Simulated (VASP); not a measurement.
Runs of VASP 6.6.1 on Cd3Ge. Symmetry: I4/mmm, No. 139, tetragonal system. Conventional cell: a = 4.421 Å, b = 4.421 Å, c = 9.172 Å, α = 90.00°, β = 90.00°, γ = 90.00°. Cd (site symmetry -4m2) has 8 Cd at 3.13 to 3.18 Å and 4 Ge at 3.18 Å within 4.1 Å. Within 4.1 Å of Cd (site symmetry 4/mmm) lie 4 Ge at 3.13 Å and 8 Cd at 3.18 Å. Within 4.1 Å of Ge (site symmetry 4/mmm) lie 12 Cd at 3.13 to 3.18 Å. 

```tsv
k mesh	gap on the mesh (eV)	pressure (GPa)
7 × 7 × 7	none	-6.1
3 × 3 × 3	none	-5.5
5 × 5 × 5	none	(a)
6 × 6 × 6	none	-6.2
9 × 9 × 9	none	(b)
```

Alike in all rows: task single point; level LDA; potentials or basis VASP PAW LDA potentials, release 64 (Cd, Ge_d); no spin polarisation; cell as given; cutoff (eV) 520; smearing methfessel-paxton 0.1 eV.

Question: Estimate the missing entries.

Answer: (a) -6.0; (b) -6.3.

Caveats: some runs use coarse meshes.

A k mesh can miss the band edges, and the runs leave out spin-orbit coupling on Cd, Ge.

A gap of «none» marks levels without a gap at the run's occupations.
